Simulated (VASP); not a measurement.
# TiCd3Pd (Pm-3m) in VASP: relaxation of cell and atoms with PBE

Aim: the relaxation of cell and atoms of TiCd3Pd with PBE.

Everything below comes from runs of VASP 6.6.1. Logs are shortened: lines on timing, memory, paths and dates and some standing lists are left out, and cuts for length are marked.

**1. The cell of the first run**

It takes space group Pm-3m (No. 221, cubic). Conventional cell: a = 5.030 Å, b = 5.030 Å, c = 5.030 Å, α = 90.00°, β = 90.00°, γ = 90.00°. Within 4.7 Å of Ti (site symmetry m-3m) lie 12 Cd at 3.56 Å and 8 Pd at 4.36 Å. Cd (site symmetry 4/mmm) has 2 Pd at 2.52 Å within 3.3 Å. Within 3.3 Å of Pd (site symmetry m-3m) lie 6 Cd at 2.52 Å.

**2. Relaxation of cell and atoms, PBE**

Contents of INCAR:

```
PREC     = Accurate       # precision mode
ENCUT    = 600            # plane-wave cutoff, eV
EDIFF    = 1E-6           # SCF threshold, eV
ISMEAR   = 0              # smearing method
SIGMA    = 0.1            # smearing width, eV
LREAL    = F              # projectors in reciprocal space
LASPH    = T              # aspherical terms in the spheres
NELM     = 80             # most SCF steps
ALGO     = Fast           # electronic algorithm
ISIF     = 3              # what is computed and relaxed
LWAVE    = F              # write WAVECAR
LCHARG   = F              # write CHGCAR
GGA      = PE             # functional
IBRION   = 2              # ionic algorithm
NSW      = 100            # ionic steps
EDIFFG   = -0.01          # ionic threshold
```

Contents of KPOINTS:

```
regular mesh
0
Gamma
  8 8 8
```

Contents of POSCAR:

```
TiCd3Pd
1.0
    5.0300927564      0.0000000000      0.0000000000
    0.0000000000      5.0300927564      0.0000000000
    0.0000000000      0.0000000000      5.0300927564
Ti Cd Pd
1 3 1
Direct
    0.0000000000      0.0000000000      0.0000000000
    0.0000000000      0.5000000000      0.5000000000
    0.5000000000      0.0000000000      0.5000000000
    0.5000000000      0.5000000000      0.0000000000
    0.5000000000      0.5000000000      0.5000000000
```

Potentials or basis: VASP PAW PBE potentials, release 64 (Ti_sv, Cd, Pd).

The run is started by

```console
$ cat potpaw_PBE.64/Ti_sv/POTCAR potpaw_PBE.64/Cd/POTCAR potpaw_PBE.64/Pd/POTCAR > POTCAR
$ mpirun -np 1 vasp_std > vasp.out
```

OUTCAR:

```text
PREC = Accurate
   ENCUT = 600
   EDIFF = 1E-6
   ISMEAR = 0
   LREAL = F
   LASPH = T
   NELM = 80
   ISIF = 3
   GGA = PE
   IBRION = 2
   NSW = 100
   EDIFFG = -0.01

 ion  position               nearest neighbor table
   1  0.000  0.000  0.000-
   2  0.000  0.500  0.500-   5 2.52   5 2.52   3 3.56   4 3.56   3 3.56   3 3.56   4 3.56   4 3.56
                             4 3.56   3 3.56
   3  0.500  0.000  0.500-   5 2.52   5 2.52   2 3.56   4 3.56   2 3.56   4 3.56   4 3.56   4 3.56
                             2 3.56   2 3.56
   4  0.500  0.500  0.000-   5 2.52   5 2.52   2 3.56   2 3.56   3 3.56   3 3.56   3 3.56   3 3.56
                             2 3.56   2 3.56
   5  0.500  0.500  0.500-   2 2.52   3 2.52   4 2.52   4 2.52   3 2.52   2 2.52

  LATTYP: Found a simple cubic cell.
 ALAT       =     5.0300927564

  Lattice vectors:

 A1 = (   5.0300927564,   0.0000000000,   0.0000000000)
 A2 = (   0.0000000000,   5.0300927564,   0.0000000000)
 A3 = (   0.0000000000,   0.0000000000,   5.0300927564)

Analysis of symmetry for initial positions (statically):
=====================================================================
 Subroutine PRICEL returns:
 Original cell was already a primitive cell.

 Routine SETGRP: Setting up the symmetry group for a
 simple cubic supercell.

 Subroutine GETGRP returns: Found 48 space group operations
 (whereof 48 operations were pure point group operations)
 out of a pool of 48 trial point group operations.

The static configuration has the point symmetry O_h .

Analysis of symmetry for dynamics (positions and initial velocities):
=====================================================================
 Subroutine PRICEL returns:
 Original cell was already a primitive cell.

 Routine SETGRP: Setting up the symmetry group for a
 simple cubic supercell.

 Subroutine GETGRP returns: Found 48 space group operations
 (whereof 48 operations were pure point group operations)
 out of a pool of 48 trial point group operations.

The dynamic configuration has the point symmetry O_h .

 Subroutine INISYM returns: Found 48 space group operations
 (whereof 48 operations are pure point group operations),
 and found     1 'primitive' translations

----------------------------------------------------------------------------------------

                                     Primitive cell

  volume of cell :     127.2706

[... 98 lines left out ...]
   IBRION =      2    ionic relax: 0-MD 1-quasi-New 2-CG
   NFREE  =      1    steps in history (QN), initial steepest desc. (CG)
   ISIF   =      3    stress and relaxation
   ISYM   =      2    0-nonsym 1-usesym 2-fastsym
   POTIM  = 0.5000    time-step for ionic-motion
   TEBEG  =    0.0;   TEEND  =   0.0 temperature during run
   PSTRESS=    0.0 pullay stress
   NELECT =      58.0000    total number of electrons
   NUPDOWN=      -1.0000    fix difference up-down
   EMIN   =  10.00;   EMAX   =-10.00  energy-range for DOS
   EFERMI =   0.00;   METHOD = LEGACY
   ISMEAR =     0;   SIGMA  =   0.10  broadening in eV -4-tet -1-fermi 0-gaus
   EFERMI_NEDOS =   21; number of points for ismear=-14 and -15
   IALGO  =     68    algorithm
   IMIX   =      4    mixing-type and parameters
     AMIX     =   0.40;   BMIX     =  1.00
     AMIX_MAG =   1.60;   BMIX_MAG =  1.00
  volume/ion in A,a.u.               =      25.45       171.77
  Fermi-wavevector in a.u.,A,eV,Ry     =   1.259819  2.380713 21.594405  1.587144
  Thomas-Fermi vector in A             =   2.393360
   LORBIT       =      0    0 simple, 1 ext, 2 COOP (PROOUT), +10 PAW based schemes
   GGA     = PE    functional components
   LHFCALC =     F    Hartree Fock is set to
   AEXX    =    0.0000 exact exchange contribution
   IVDW    =     0    specifies the selected vdW correction
   LEPSILON=     F    determine dielectric tensor
   LRPA    =     F    only Hartree local field effects (RPA)
 conjugate gradient relaxation of ions
 non-spin polarized calculation
 RMM-DIIS sequential band-by-band and
 Gauss-broadening in eV      SIGMA  =   0.10
  energy-cutoff  :      600.00
  volume of cell :      127.27
 maximum number of plane-waves:      4272
   NGX = 21   NGY = 21   NGZ = 21

--------------------------------------- Ionic step        1  -------------------------------------------

 number of electron      58.0000004 magnetization

 Free energy of the ion-electron system (eV)
  ---------------------------------------------------
  ext. energy  EPLUGINS =         0.00000000
  ---------------------------------------------------
  free energy    TOTEN  =       -12.55375102 eV

  energy without entropy =      -12.51864218  energy(sigma->0) =      -12.53619660

------------------------ aborting loop because EDIFF is reached ----------------------------------------

  FORCE on cell =-STRESS in cart. coord.  units (eV):
  Direction    XX          YY          ZZ          XY          YZ          ZX
  --------------------------------------------------------------------------------------
  -------------------------------------------------------------------------------------
  Total        0.2809466      0.2809466      0.2809466     -0.0000000     -0.0000000      0.0000000
  in kB        3.5367667      3.5367667      3.5367667     -0.0000000     -0.0000000      0.0000000
  external PRESSURE =       3.5367667 kB  Pullay stress =       0.0000000 kB
[... 65 lines left out ...]
--------------------------------------- Ionic step        3  -------------------------------------------

 number of electron      57.9999996 magnetization

 Free energy of the ion-electron system (eV)
  ---------------------------------------------------
  ext. energy  EPLUGINS =         0.00000000
  ---------------------------------------------------
  free energy    TOTEN  =       -12.55457192 eV

  energy without entropy =      -12.51913700  energy(sigma->0) =      -12.53685446

 E-fermi :   2.7974     XC(G=0):  -9.9180

 val. band max:        2.7946513256   @ k =   0.5000   0.3750   0.2500
 cond. band min:       2.7978143722   @ k =   0.2500   0.2500   0.2500
 fundamental gap:      0.0031630465
 Fermi energy:         2.7974316204

 k-point     1 :       0.0000    0.0000    0.0000
  band No.  band energies     occupation
      1     -55.0668      2.00000
      2     -31.3224      2.00000
      3     -31.3224      2.00000
      4     -31.3224      2.00000
      5      -6.1503      2.00000
      6      -5.9549      2.00000
[... 877 lines left out ...]
     33       3.3438      0.00000
     34       4.4229      0.00000

 [... further k-points ...]
[... 5 lines left out ...]
  --------------------------------------------------------------------------------------
  -------------------------------------------------------------------------------------
  Total       -0.0051449     -0.0051449     -0.0051449     -0.0000000      0.0000000     -0.0000000
  in kB       -0.0643847     -0.0643847     -0.0643847     -0.0000000      0.0000000     -0.0000000
  external PRESSURE =      -0.0643847 kB  Pullay stress =       0.0000000 kB
[... 20 lines left out ...]
  FREE ENERGIE OF THE ION-ELECTRON SYSTEM (eV)
  ---------------------------------------------------
  free  energy   TOTEN  =       -12.5545719190 eV

  energy  without entropy=      -12.5191370013  energy(sigma->0) =      -12.53685446

 reached required accuracy - stopping structural energy minimisation
```

CONTCAR:

```text
TiCd3Pd
   1.00000000000000
     5.0400564137436081   -0.0000000000000000    0.0000000000000000
    -0.0000000000000000    5.0400564137436081    0.0000000000000000
    -0.0000000000000000   -0.0000000000000000    5.0400564137436081
  Ti              Cd              Pd
     1     3     1
Direct
     0.0000000000000000    0.0000000000000000    0.0000000000000000
     0.0000000000000000    0.5000000000000000    0.5000000000000000
     0.5000000000000000    0.0000000000000000    0.5000000000000000
     0.5000000000000000    0.5000000000000000    0.0000000000000000
     0.5000000000000000    0.5000000000000000    0.5000000000000000

  0.00000000E+00  0.00000000E+00  0.00000000E+00
  0.00000000E+00  0.00000000E+00  0.00000000E+00
  0.00000000E+00  0.00000000E+00  0.00000000E+00
  0.00000000E+00  0.00000000E+00  0.00000000E+00
  0.00000000E+00  0.00000000E+00  0.00000000E+00
```

Run time: 34 min. Hardware: 1 thread of Intel Xeon 8259CL, shared host; peak memory 0.39 GiB.

What came out:

| Quantity | Value |
| --- | --- |
| Free energy | -12.5546 eV |
| Relaxed volume | 25.61 Å³/atom |
| Relaxed cell | a = 5.040 Å, b = 5.040 Å, c = 5.040 Å, α = 90.00°, β = 90.00°, γ = 90.00° |
| Space group after relaxing (to 0.1 Å) | Pm-3m (No. 221) |
| Energy gained by relaxing | 0.2 meV/atom |
| Ionic steps | 3 |
| Pressure after relaxing | 0.0 GPa |
| Band gap on the k mesh | zero (bands 29 and 30 overlap by 0.30 eV) |

The path:
```
step  energy change (eV)  largest force (eV/Å)  pressure (GPa)  volume (Å³)
   1              0.0000                0.0000            0.35       127.27
   2             -0.0007                0.0000           -0.11       128.31
   3             -0.0008                0.0000           -0.01       128.03
```

Final structure:
```xyz
5
Lattice="5.0401 0.0000 0.0000 0.0000 5.0401 0.0000 0.0000 0.0000 5.0401" Properties=species:S:1:pos:R:3 pbc="T T T"
Ti    0.0000    0.0000    0.0000
Cd    0.0000    2.5200    2.5200
Cd    2.5200    0.0000    2.5200
Cd    2.5200    2.5200    0.0000
Pd    2.5200    2.5200    2.5200
```

Levels at points of the mesh, in eV from the Fermi level:
```
           k point  band 25  band 26  band 27  band 28  band 29  band 30  band 31  band 32  band 33  band 34
(0.00, 0.00, 0.00)    -2.19    -0.25    -0.25    -0.25    -0.05    -0.05     0.40     0.40     0.40     1.95
(0.50, 0.00, 0.00)    -2.58    -2.20    -0.36    -0.36    -0.23     0.38     0.38     2.09     2.09     2.65
(0.50, 0.50, 0.00)    -2.93    -2.61    -2.61    -1.10     0.11     0.11     0.44     0.51     0.65     2.68
(0.50, 0.50, 0.50)    -2.73    -2.53    -2.53    -2.53     0.10     0.10     0.10     0.50     0.50     0.80
```
